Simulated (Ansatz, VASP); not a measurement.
**One calculation of TiCo3, two programs**

```
CELL_PARAMETERS angstrom
3.61400 0.00000 0.00000
0.00000 3.61400 0.00000
0.00000 0.00000 3.61400
ATOMIC_POSITIONS crystal
Ti 0.00000 0.00000 0.00000
Co 0.00000 0.50000 0.50000
Co 0.50000 0.00000 0.50000
Co 0.50000 0.50000 0.00000
```

Alike in both runs: task single point; functional r2SCAN; k mesh 4 × 4 × 4; occupations gaussian, width 0.1 eV; collinear spin.

```csv
,VASP,Ansatz
version,VASP 6.6.1,Ansatz 0.2.0
potentials or method,"VASP PAW PBE potentials, release 64 (Ti_sv, Co), cutoff 520 eV","scalar-relativistic, plane waves, PAW"
valence electrons in the cell,39,63
```

|  | VASP | Ansatz | Ansatz less VASP |
| --- | --- | --- | --- |
| gap on the k mesh at the Fermi level (eV) | none | none | - |
| pressure (GPa) | -3.6 | -4.0 | -0.41 |
| net moment per atom (μB) | 0.73 | 0.73 | 0.000 |
| size of the moment on the site where the two differ most (μB) | 0.70 | 0.64 | -0.056 |

VASP's potentials were made for PBE, not for r2SCAN. Site moments also hang on the region over which each program counts them. A gap of «none» marks a metal or a gap that the smearing closes. With one functional, cell and mesh, what is left measures potentials, basis and numerics. VASP's potentials hold 39 valence electrons a cell and Ansatz's 63, so a difference there can come from the potentials and not from the codes. Ansatz's warnings: stability check not made.

The k mesh is coarse, so the values compare programs but aren't converged.
